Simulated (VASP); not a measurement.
# ZnSe (Fm-3m) in VASP: further runs

ZnSe is run at these levels: PBE; tasks: single point.

All numbers are computed with VASP 6.6.1; they aren't measurements. Logs are shortened: lines on timing, memory, paths and dates and some standing lists are left out, and cuts for length are marked.

### 1 The cell of the first run

Symmetry: Fm-3m, No. 225, cubic system. Conventional cell: a = 5.431 Å, b = 5.431 Å, c = 5.431 Å, α = 90.00°, β = 90.00°, γ = 90.00°. Within 3.6 Å of Se (site symmetry m-3m) lie 6 Zn at 2.72 Å. Within 3.6 Å of Zn (site symmetry m-3m) lie 6 Se at 2.72 Å.

### 2 Single point, PBE

Input file INCAR:

```
SYSTEM = ZnSe
PREC = Accurate
ENCUT = 520
EDIFF = 1E-7
ISMEAR = 0
SIGMA = 0.05
LREAL = .False.
LASPH = .True.
NELM = 80
ALGO = Normal
ISIF = 2
LWAVE = .False.
LCHARG = .True.
GGA = PE
LELF = .True.
LVHAR = .True.
NBANDS = 16
```

Input file KPOINTS:

```
Automatic mesh
0
Gamma
  12 12 12
  0 0 0
```

Input file POSCAR:

```
ZnSe
1.0
    0.0000000000      2.7155851200      2.7155851200
    2.7155851200      0.0000000000      2.7155851200
    2.7155851200      2.7155851200      0.0000000000
Se Zn
1 1
Direct
    0.0000000000      0.0000000000      0.0000000000
    0.5000000000      0.5000000000      0.5000000000
```

Potentials or basis: VASP PAW PBE potentials, release 64 (Se, Zn).

Launch:

```console
$ cat potpaw_PBE.64/Se/POTCAR potpaw_PBE.64/Zn/POTCAR > POTCAR
$ mpirun -np 1 vasp_std > vasp.out
```

OUTCAR:

```text
SYSTEM = ZnSe
   PREC = Accurate
   ENCUT = 520
   EDIFF = 1E-7
   ISMEAR = 0
   LREAL = .False.
   LASPH = .True.
   NELM = 80
   ISIF = 2
   GGA = PE

 ion  position               nearest neighbor table
   1  0.000  0.000  0.000-   2 2.72   2 2.72   2 2.72   2 2.72   2 2.72   2 2.72
   2  0.500  0.500  0.500-   1 2.72   1 2.72   1 2.72   1 2.72   1 2.72   1 2.72

  LATTYP: Found a face centered cubic cell.
 ALAT       =     5.4311702400

  Lattice vectors:

 A1 = (   0.0000000000,   2.7155851200,   2.7155851200)
 A2 = (   2.7155851200,   0.0000000000,   2.7155851200)
 A3 = (   2.7155851200,   2.7155851200,   0.0000000000)

Analysis of symmetry for initial positions (statically):
=====================================================================
 Subroutine PRICEL returns:
 Original cell was already a primitive cell.

 Routine SETGRP: Setting up the symmetry group for a
 face centered cubic supercell.

 Subroutine GETGRP returns: Found 48 space group operations
 (whereof 48 operations were pure point group operations)
 out of a pool of 48 trial point group operations.

The static configuration has the point symmetry O_h .

Analysis of symmetry for dynamics (positions and initial velocities):
=====================================================================
 Subroutine PRICEL returns:
 Original cell was already a primitive cell.

 Routine SETGRP: Setting up the symmetry group for a
 face centered cubic supercell.

 Subroutine GETGRP returns: Found 48 space group operations
 (whereof 48 operations were pure point group operations)
 out of a pool of 48 trial point group operations.

The dynamic configuration has the point symmetry O_h .

 Subroutine INISYM returns: Found 48 space group operations
 (whereof 48 operations are pure point group operations),
 and found     1 'primitive' translations

----------------------------------------------------------------------------------------

                                     Primitive cell

  volume of cell :      40.0516

  direct lattice vectors                    reciprocal lattice vectors
     0.000000000  2.715585120  2.715585120    -0.184122382  0.184122382  0.184122382
     2.715585120  0.000000000  2.715585120     0.184122382 -0.184122382  0.184122382
     2.715585120  2.715585120  0.000000000     0.184122382  0.184122382 -0.184122382

  length of vectors
     3.840417306  3.840417306  3.840417306     0.318909320  0.318909320  0.318909320

  position of ions in fractional coordinates (direct lattice)
     0.000000000  0.000000000  0.000000000
     0.500000000  0.500000000  0.500000000

  ion indices of the primitive-cell ions
   primitive index   ion index
                 1           1
                 2           2

[... 76 lines left out ...]
   NFREE  =      0    steps in history (QN), initial steepest desc. (CG)
   ISIF   =      2    stress and relaxation
   ISYM   =      2    0-nonsym 1-usesym 2-fastsym
   POTIM  = 0.5000    time-step for ionic-motion
   TEBEG  =    0.0;   TEEND  =   0.0 temperature during run
   PSTRESS=    0.0 pullay stress
   NELECT =      18.0000    total number of electrons
   NUPDOWN=      -1.0000    fix difference up-down
   EMIN   =  10.00;   EMAX   =-10.00  energy-range for DOS
   EFERMI =   0.00;   METHOD = LEGACY
   ISMEAR =     0;   SIGMA  =   0.05  broadening in eV -4-tet -1-fermi 0-gaus
   EFERMI_NEDOS =   21; number of points for ismear=-14 and -15
   IALGO  =     38    algorithm
   IMIX   =      4    mixing-type and parameters
     AMIX     =   0.40;   BMIX     =  1.00
     AMIX_MAG =   1.60;   BMIX_MAG =  1.00
  volume/ion in A,a.u.               =      20.03       135.14
  Fermi-wavevector in a.u.,A,eV,Ry     =   1.253985  2.369688 21.394858  1.572478
  Thomas-Fermi vector in A             =   2.387811
   LORBIT       =      0    0 simple, 1 ext, 2 COOP (PROOUT), +10 PAW based schemes
   GGA     = PE    functional components
   LHFCALC =     F    Hartree Fock is set to
   AEXX    =    0.0000 exact exchange contribution
   IVDW    =     0    specifies the selected vdW correction
   LEPSILON=     F    determine dielectric tensor
   LRPA    =     F    only Hartree local field effects (RPA)
 non-spin polarized calculation
 Gauss-broadening in eV      SIGMA  =   0.05
  energy-cutoff  :      520.00
  volume of cell :       40.05
 maximum number of plane-waves:      1090
 NGX is ok and might be reduce to    30
   NGX = 15   NGY = 15   NGZ = 15

 number of electron      18.0000012 magnetization

 Free energy of the ion-electron system (eV)
  ---------------------------------------------------
  ext. energy  EPLUGINS =         0.00000000
  ---------------------------------------------------
  free energy    TOTEN  =        -5.40917931 eV

  energy without entropy =       -5.40788681  energy(sigma->0) =       -5.40853306

 E-fermi :   2.7569     XC(G=0): -10.2445

 val. band max:        2.7552248758   @ k =  -0.2500   0.1667   0.0000
 cond. band min:       2.7782596409   @ k =  -0.4167   0.5000   0.0833
 fundamental gap:      0.0230347652
 Fermi energy:         2.7568656106

 k-point     1 :       0.0000    0.0000    0.0000
  band No.  band energies     occupation
      1     -10.7678      2.00000
      2      -3.7351      2.00000
      3      -3.7351      2.00000
      4      -3.7175      2.00000
      5      -3.7175      2.00000
      6      -3.7175      2.00000
[... 433 lines left out ...]
      3      -3.9153      2.00000
      4      -3.8465      2.00000
      5      -3.6199      2.00000
      6      -3.6111      2.00000
[... 8 lines left out ...]
     15      15.4934      0.00000
     16      15.6683      0.00000

 [... further k-points ...]

------------------------ aborting loop because EDIFF is reached ----------------------------------------

  FORCE on cell =-STRESS in cart. coord.  units (eV):
  Direction    XX          YY          ZZ          XY          YZ          ZX
  --------------------------------------------------------------------------------------
  -------------------------------------------------------------------------------------
  Total       -0.5295009     -0.5295009     -0.5295009     -0.0000000     -0.0000000      0.0000000
  in kB      -21.1815163    -21.1815163    -21.1815163     -0.0000000     -0.0000000      0.0000000
  external PRESSURE =     -21.1815163 kB  Pullay stress =       0.0000000 kB

 VOLUME and BASIS-vectors are now :
 -----------------------------------------------------------------------------
  energy-cutoff  :      520.00
  volume of cell :       40.05
      direct lattice vectors                 reciprocal lattice vectors
     0.000000000  2.715585120  2.715585120    -0.184122382  0.184122382  0.184122382
     2.715585120  0.000000000  2.715585120     0.184122382 -0.184122382  0.184122382
     2.715585120  2.715585120  0.000000000     0.184122382  0.184122382 -0.184122382

 POSITION                                       TOTAL-FORCE (eV/Angst)
 -----------------------------------------------------------------------------------
      0.00000      0.00000      0.00000         0.000000     -0.000000      0.000000
      2.71559      2.71559      2.71559        -0.000000      0.000000     -0.000000
 -----------------------------------------------------------------------------------
    total drift:                                0.000000      0.000000      0.000000

  FREE ENERGIE OF THE ION-ELECTRON SYSTEM (eV)
  ---------------------------------------------------
  free  energy   TOTEN  =        -5.4091793140 eV

  energy  without entropy=       -5.4078868144  energy(sigma->0) =       -5.40853306
```

OSZICAR:

```text
N       E                     dE             d eps       ncg     rms          rms(c)
DAV:   1     0.765953818782E+02    0.76595E+02   -0.87666E+03  2304   0.135E+03
DAV:   2    -0.157920814751E+01   -0.78175E+02   -0.73689E+02  2608   0.252E+02
DAV:   3    -0.573432166939E+01   -0.41551E+01   -0.41284E+01  2880   0.533E+01
DAV:   4    -0.576016127915E+01   -0.25840E-01   -0.25836E-01  2728   0.446E+00
DAV:   5    -0.576026179122E+01   -0.10051E-03   -0.10051E-03  2864   0.266E-01    0.413E+00
DAV:   6    -0.543236944695E+01    0.32789E+00   -0.60277E-01  3224   0.225E+01    0.322E+00
DAV:   7    -0.541153406225E+01    0.20835E-01   -0.11833E-01  2736   0.338E+00    0.143E+00
DAV:   8    -0.540929723423E+01    0.22368E-02   -0.44648E-03  2944   0.758E-01    0.386E-01
DAV:   9    -0.540914704990E+01    0.15018E-03   -0.11807E-03  2904   0.274E-01    0.489E-02
DAV:  10    -0.540917643421E+01   -0.29384E-04   -0.70084E-05  2848   0.770E-02    0.189E-02
DAV:  11    -0.540917927681E+01   -0.28426E-05   -0.69019E-06  3096   0.433E-02    0.440E-03
DAV:  12    -0.540917931405E+01   -0.37241E-07   -0.71580E-07  2880   0.114E-02
   1 F= -.54091793E+01 E0= -.54085331E+01  d E =-.129250E-02
```

Run time: 84 s. Hardware: 1 thread of Intel Xeon 8259CL, shared host; peak memory 0.2 GiB.

Results:

```
Free energy            : -5.4092 eV
Pressure               : -2.1 GPa
Band gap on the k mesh : zero (band 9 reaches 2.81 eV, above the bottom of band 10 at 1.77 eV)
```

### 3 Single point, PBE (volume scaled by 1.040)

Input file INCAR:

```
SYSTEM = ZnSe
  ALGO = Normal
  EDIFF = 1E-6
  ENCUT = 520
  GGA = PE
  ISIF = 2
  ISMEAR = 0
  LASPH = .TRUE.
  LCHARG = .FALSE.
  LREAL = .FALSE.
  LWAVE = .FALSE.
  NBANDS = 16
  NELM = 100
  PREC = Accurate
  SIGMA = 0.05
```

Input file KPOINTS:

```
k-points
0
G
  12 12 12
  0 0 0
```

Input file POSCAR:

```
ZnSe
1.0
    0.0000000000      2.7193244915      2.7193244915
    2.7193244915      0.0000000000      2.7193244915
    2.7193244915      2.7193244915      0.0000000000
Se Zn
1 1
Direct
    0.0000000000      0.0000000000      0.0000000000
    0.5000000000      0.5000000000      0.5000000000
```

Potentials or basis: VASP PAW PBE potentials, release 64 (Se, Zn).

Launch:

```console
$ cat potpaw_PBE.64/Se/POTCAR potpaw_PBE.64/Zn/POTCAR > POTCAR
$ mpirun -np 1 vasp_std > vasp.out
```

Run time: 82 s. Hardware: 1 thread of Intel Xeon 8259CL, shared host; peak memory 0.2 GiB.

It converged, with:

```yaml
Free_energy: -5.4069 eV
Pressure: -2.4 GPa
Band_gap_on_the_k_mesh: zero (band 9 reaches 2.77 eV, above the bottom of band 10 at 1.73 eV)
```

Levels at points of the mesh, in eV from the Fermi level:
```
           k point  band 6  band 7  band 8  band 9  band 10  band 11  band 12  band 13
(0.00, 0.00, 0.00)   -6.47   -0.40   -0.40   -0.40     0.49     8.60     8.60     8.60
(0.50, 0.00, 0.00)   -6.37   -5.45   -0.10   -0.10     3.31     5.02     5.02     5.92
(0.50, 0.50, 0.00)   -6.08   -4.69   -2.24   -2.24    -0.99     5.10    10.89    10.89
```
